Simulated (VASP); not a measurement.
# Mg (P6_3/mmc) in VASP: further runs

The runs below take Mg through single point, with PBE.

Program: VASP 6.6.1. These are calculated values, not measurements. Logs are shortened: lines on timing, memory, paths and dates and some standing lists are left out, and cuts for length are marked.

## Step 1: The cell of the first run

Symmetry: P6_3/mmc, No. 194, hexagonal system. The conventional cell has a = 3.121 Å, b = 3.121 Å, c = 5.067 Å, α = 90.00°, β = 90.00°, γ = 120.00°. Within 4.1 Å of Mg (site symmetry -6m2) lie 12 Mg at 3.11 to 3.12 Å.

## Step 2: Single point, PBE

INCAR reads:

```
SYSTEM = Mg
PREC = Accurate
ENCUT = 520
EDIFF = 1E-6
ISMEAR = -1
SIGMA = 0.1
LREAL = .False.
LASPH = .True.
NELM = 60
ALGO = Normal
ISIF = 2
LWAVE = .False.
LCHARG = .False.
GGA = PE
NBANDS = 9
```

KPOINTS reads:

```
regular mesh
0
Gamma
  10 10 6
  0 0 0
```

POSCAR reads:

```
Mg
1.0
    3.1213293200      0.0000000000      0.0000000000
   -1.5606646600      2.7031504863      0.0000000000
    0.0000000000      0.0000000000      5.0674795612
Mg
2
Direct
    0.3333333333      0.6666666667      0.2500000000
    0.6666666667      0.3333333333      0.7500000000
```

Potentials or basis: VASP PAW PBE potentials, release 64 (Mg).

On the command line:

```bash
> cat potpaw_PBE.64/Mg/POTCAR > POTCAR
> mpirun -np 1 vasp_std > vasp.out
```

OUTCAR:

```text
SYSTEM = Mg
   PREC = Accurate
   ENCUT = 520
   EDIFF = 1E-6
   ISMEAR = -1
   LREAL = .False.
   LASPH = .True.
   NELM = 60
   ISIF = 2
   GGA = PE

 ion  position               nearest neighbor table
   1  0.333  0.667  0.250-   2 3.11   2 3.11   2 3.11   2 3.11   2 3.11   2 3.11
   2  0.667  0.333  0.750-   1 3.11   1 3.11   1 3.11   1 3.11   1 3.11   1 3.11

  LATTYP: Found a hexagonal cell.
 ALAT       =     3.1213293200
 C/A-ratio  =     1.6235004518

  Lattice vectors:

 A1 = (   3.1213293200,   0.0000000000,   0.0000000000)
 A2 = (  -1.5606646600,   2.7031504863,   0.0000000000)
 A3 = (   0.0000000000,   0.0000000000,   5.0674795612)

Analysis of symmetry for initial positions (statically):
=====================================================================
 Subroutine PRICEL returns:
 Original cell was already a primitive cell.

 Routine SETGRP: Setting up the symmetry group for a
 hexagonal supercell.

 Subroutine GETGRP returns: Found 24 space group operations
 (whereof 12 operations were pure point group operations)
 out of a pool of 24 trial point group operations.

The static configuration has the point symmetry D_3d.
 The point group associated with its full space group is D_6h.

Analysis of symmetry for dynamics (positions and initial velocities):
=====================================================================
 Subroutine PRICEL returns:
 Original cell was already a primitive cell.

 Routine SETGRP: Setting up the symmetry group for a
 hexagonal supercell.

 Subroutine GETGRP returns: Found 24 space group operations
 (whereof 12 operations were pure point group operations)
 out of a pool of 24 trial point group operations.

The dynamic configuration has the point symmetry D_3d.
 The point group associated with its full space group is D_6h.

 Subroutine INISYM returns: Found 24 space group operations
 (whereof 12 operations are pure point group operations),
 and found     1 'primitive' translations

----------------------------------------------------------------------------------------

                                     Primitive cell

  volume of cell :      42.7565

  direct lattice vectors                    reciprocal lattice vectors
     3.121329320  0.000000000  0.000000000     0.320376320  0.184969354  0.000000000
    -1.560664660  2.703150486  0.000000000     0.000000000  0.369938709  0.000000000
     0.000000000  0.000000000  5.067479561     0.000000000  0.000000000  0.197336760

  length of vectors
     3.121329320  3.121329321  5.067479561     0.369938709  0.369938709  0.197336760

  position of ions in fractional coordinates (direct lattice)
     0.333333333  0.666666667  0.250000000
     0.666666667  0.333333333  0.750000000

  ion indices of the primitive-cell ions
   primitive index   ion index
                 1           1
                 2           2

----------------------------------------------------------------------------------------

 KPOINTS: regular mesh

Automatic generation of k-mesh.
 Grid dimensions read from file:
 generate k-points for:   10   10    6

 Generating k-lattice:

  Cartesian coordinates                     Fractional coordinates (reciprocal lattice)
     0.032037632  0.018496935  0.000000000     0.100000000  0.000000000  0.000000000
     0.000000000  0.036993871  0.000000000     0.000000000  0.100000000  0.000000000
     0.000000000  0.000000000  0.032889460     0.000000000  0.000000000  0.166666667

  Length of vectors
     0.036993871  0.036993871  0.032889460

  Shift w.r.t. Gamma in fractional coordinates (k-lattice)
     0.000000000  0.000000000  0.000000000

 Subroutine IBZKPT returns following result:
 ===========================================

 Found     56 irreducible k-points:

 Following reciprocal coordinates:
            Coordinates               Weight
  0.000000  0.000000  0.000000      1.000000
  0.100000 -0.000000  0.000000      6.000000
  0.200000 -0.000000  0.000000      6.000000
  0.300000 -0.000000  0.000000      6.000000
  0.400000 -0.000000  0.000000      6.000000
  0.500000 -0.000000  0.000000      3.000000
[... 16 lines left out ...]
  0.300000  0.100000  0.166667     24.000000
  0.400000  0.100000  0.166667     24.000000
 [... further k-points ...]
   k-points           NKPTS =     56   k-points in BZ     NKDIM =     56   number of bands    NBANDS=      9
   number of dos      NEDOS =    301   number of ions     NIONS =      2
   total plane-waves  NPLWV =  23040
   dimension x,y,z NGX =    24 NGY =   24 NGZ =   40
   dimension x,y,z NGXF=    48 NGYF=   48 NGZF=   80
   ions per type =               2
   NGX,Y,Z   is equivalent  to a cutoff of  12.78, 12.78, 13.12 a.u.
   NGXF,Y,Z  is equivalent  to a cutoff of  25.57, 25.57, 26.25 a.u.
 SYSTEM =  Mg
   PREC   = accura    normal or accurate (medium, high low for compatibility)
   ISTART =      0    job   : 0-new  1-cont  2-samecut
   ICHARG =      2    charge: 1-file 2-atom 10-const
   ISPIN  =      1    spin polarized calculation?
   LNONCOLLINEAR =      F non collinear calculations
   LSORBIT =      F    spin-orbit coupling
   LASPH  =      T    aspherical Exc in radial PAW
   ENCUT  =  520.0 eV  38.22 Ry    6.18 a.u.   5.80  5.80  9.42*2*pi/ulx,y,z
   NELM   =     60;   NELMIN=  2; NELMDL= -5     # of ELM steps
   EDIFF  = 0.1E-05   stopping-criterion for ELM
   LREAL  =      F    real-space projection
   EDIFFG = 0.1E-04   stopping-criterion for IOM
   NSW    =      0    number of steps for IOM
   IBRION =     -1    ionic relax: 0-MD 1-quasi-New 2-CG
   NFREE  =      0    steps in history (QN), initial steepest desc. (CG)
   ISIF   =      2    stress and relaxation
   ISYM   =      2    0-nonsym 1-usesym 2-fastsym
   POTIM  = 0.5000    time-step for ionic-motion
   TEBEG  =    0.0;   TEEND  =   0.0 temperature during run
   PSTRESS=    0.0 pullay stress
   NELECT =       4.0000    total number of electrons
   NUPDOWN=      -1.0000    fix difference up-down
   EMIN   =  10.00;   EMAX   =-10.00  energy-range for DOS
   EFERMI =   0.00;   METHOD = LEGACY
   ISMEAR =    -1;   SIGMA  =   0.10  broadening in eV -4-tet -1-fermi 0-gaus
   EFERMI_NEDOS =   21; number of points for ismear=-14 and -15
   IALGO  =     38    algorithm
   IMIX   =      4    mixing-type and parameters
     AMIX     =   0.40;   BMIX     =  1.00
     AMIX_MAG =   1.60;   BMIX_MAG =  1.00
  volume/ion in A,a.u.               =      21.38       144.27
  Fermi-wavevector in a.u.,A,eV,Ry     =   0.743180  1.404407  7.514730  0.552317
  Thomas-Fermi vector in A             =   1.838235
   LORBIT       =      0    0 simple, 1 ext, 2 COOP (PROOUT), +10 PAW based schemes
   GGA     = PE    functional components
   LHFCALC =     F    Hartree Fock is set to
   AEXX    =    0.0000 exact exchange contribution
   IVDW    =     0    specifies the selected vdW correction
   LEPSILON=     F    determine dielectric tensor
   LRPA    =     F    only Hartree local field effects (RPA)
 non-spin polarized calculation
  energy-cutoff  :      520.00
  volume of cell :       42.76
 maximum number of plane-waves:      1182
 NGX is ok and might be reduce to    24
   NGX = 11   NGY = 11   NGZ = 19

 number of electron       4.0000000 magnetization

 Free energy of the ion-electron system (eV)
  ---------------------------------------------------
  ext. energy  EPLUGINS =         0.00000000
  ---------------------------------------------------
  free energy    TOTEN  =        -2.99830929 eV

  energy without entropy =       -2.96705273  energy(sigma->0) =       -2.98268101

 E-fermi :   3.0946     XC(G=0):  -8.7140

 val. band max:        3.0758481513   @ k =   0.3000   0.3000   0.0000
 cond. band min:       3.1123148705   @ k =   0.2000   0.1000   0.0000
 fundamental gap:      0.0364667191
 Fermi energy:         3.0945762787

 k-point     1 :       0.0000    0.0000    0.0000
  band No.  band energies     occupation
      1      -4.2281      2.00000
      2       1.2143      2.00000
      3       1.7787      2.00000
      4      14.3741      0.00000
      5      14.3741      0.00000
      6      14.6365      0.00000
      7      14.6365      0.00000
      8      15.2666      0.00000
      9      17.1103      0.00000

 k-point     2 :       0.1000   -0.0000    0.0000
  band No.  band energies     occupation
      1      -4.0216      2.00000
      2       1.4014      2.00000
      3       1.9776      1.99997
      4      11.5273      0.00000
      5      12.9809      0.00000
      6      13.7516      0.00000
      7      16.2316      0.00000
      8      16.2580      0.00000
      9      16.3761      0.00000

 k-point     3 :       0.2000   -0.0000    0.0000
  band No.  band energies     occupation
      1      -3.4053      2.00000
      2       1.9635      1.99998
      3       2.5599      1.99052
      4       8.4391      0.00000
      5      11.7953      0.00000
      6      12.1425      0.00000
      7      13.2925      0.00000
      8      14.8273      0.00000
      9      16.3900      0.00000

 k-point     4 :       0.3000   -0.0000    0.0000
  band No.  band energies     occupation
      1      -2.3874      2.00000
      2       2.9021      1.74539
      3       3.4214      0.07334
      4       5.7349      0.00000
      5      10.4093      0.00000
      6      10.4735      0.00000
      7      10.9488      0.00000
      8      13.1445      0.00000
      9      15.4190      0.00000
[... 205 lines left out ...]
 k-point    22 :       0.2000    0.1000    0.1667
  band No.  band energies     occupation
      1      -2.6325      2.00000
      2       1.1240      2.00000
      3       4.7553      0.00000
      4       7.2934      0.00000
      5       9.0729      0.00000
      6      10.8866      0.00000
      7      12.5762      0.00000
      8      14.1198      0.00000
      9      14.9635      0.00000

 k-point    23 :       0.3000    0.1000    0.1667
  band No.  band energies     occupation
      1      -1.4234      2.00000
      2       2.2466      1.99958
      3       4.4093      0.00000
      4       6.1094      0.00000
      5       7.7323      0.00000
      6       8.9083      0.00000
      7      11.5459      0.00000
      8      12.2922      0.00000
      9      14.4649      0.00000

 k-point    24 :       0.4000    0.1000    0.1667
  band No.  band energies     occupation
      1       0.1594      2.00000
      2       2.0568      1.99994
      3       3.9243      0.00050
      4       5.7302      0.00000
      5       7.1935      0.00000
      6       8.3400      0.00000
      7       9.9431      0.00000
      8      11.6928      0.00000
      9      14.1053      0.00000

 [... further k-points ...]
[... 5 lines left out ...]
  --------------------------------------------------------------------------------------
  -------------------------------------------------------------------------------------
  Total        0.7533023      0.7533023      0.8498667      0.0000000      0.0000000      0.0000000
  in kB       28.2278656     28.2278657     31.8463423      0.0000000      0.0000000      0.0000000
  external PRESSURE =      29.4340246 kB  Pullay stress =       0.0000000 kB

 VOLUME and BASIS-vectors are now :
 -----------------------------------------------------------------------------
  energy-cutoff  :      520.00
  volume of cell :       42.76
      direct lattice vectors                 reciprocal lattice vectors
     3.121329320  0.000000000  0.000000000     0.320376320  0.184969354  0.000000000
    -1.560664660  2.703150486  0.000000000     0.000000000  0.369938709  0.000000000
     0.000000000  0.000000000  5.067479561     0.000000000  0.000000000  0.197336760

 POSITION                                       TOTAL-FORCE (eV/Angst)
 -----------------------------------------------------------------------------------
     -0.00000      1.80210      1.26687        -0.000000      0.000000      0.000000
      1.56066      0.90105      3.80061         0.000000     -0.000000      0.000000
 -----------------------------------------------------------------------------------
    total drift:                                0.000000     -0.000000      0.000000

  FREE ENERGIE OF THE ION-ELECTRON SYSTEM (eV)
  ---------------------------------------------------
  free  energy   TOTEN  =        -2.9983092888 eV

  energy  without entropy=       -2.9670527252  energy(sigma->0) =       -2.98268101
```

Wall time 7 s (1 thread of AMD EPYC 9R45 (Zen 5), shared host); peak memory 0.13 GiB.

What came out:

```yaml
Free_energy: -2.9983 eV
Pressure: 2.9 GPa
Band_gap_on_the_k_mesh: zero (band 2 reaches 3.65 eV, above the bottom of band 3 at 1.78 eV)
```

[end of part 1 of 2]
